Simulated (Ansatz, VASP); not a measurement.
**GaReSi in VASP and in Ansatz**

```
CELL_PARAMETERS angstrom
3.19420 0.00000 0.00000
0.00000 3.19420 0.00000
0.00000 0.00000 8.05400
ATOMIC_POSITIONS crystal
Ga 0.50000 0.00000 0.91448
Ga 0.00000 0.50000 0.08552
Si 0.00000 0.50000 0.41551
Si 0.50000 0.00000 0.58449
Re 0.00000 0.50000 0.72968
Re 0.50000 0.00000 0.27032
```

Alike in both runs: task electric field gradients; functional r2SCAN; k mesh 10 × 10 × 4; occupations fermi-dirac, width 0.05 eV; no spin polarisation.

|  | VASP | Ansatz |
| --- | --- | --- |
| version | VASP 6.6.1 | Ansatz 0.2.0 |
| potentials or method | VASP PAW PBE potentials, release 64 (Ga_d, Si, Re) | plane-wave PAW, scalar-relativistic |
| plane-wave cutoff (eV) | 520 | 500 |
| valence electrons in the cell | 48 | 64 |

Ansatz gave:

| Item | Value |
| --- | --- |
| pressure (GPa) | -1.6 |
| traceless stress, the component that is largest in VASP (GPa) | -0.58 |
| rms of the force components (eV/Å) | 0.045 |
| size of Vzz on the site where it differs most (V/Å²) | 194.3 |

Q: Estimate VASP's values.

A: Pressure (GPa): -1.3; traceless stress, the component that is largest in VASP (GPa): -0.55; rms of the force components (eV/Å): 0.046; size of Vzz on the site where it differs most (V/Å²): 180.9.

VASP's potentials were made for PBE, not for r2SCAN. Atom by atom the forces differ by 0.008 eV/Å (rms over components). VASP's potentials hold 48 valence electrons a cell and Ansatz's 64, so a difference there can come from the potentials and not from the codes.

Neither program's run includes spin-orbit coupling.
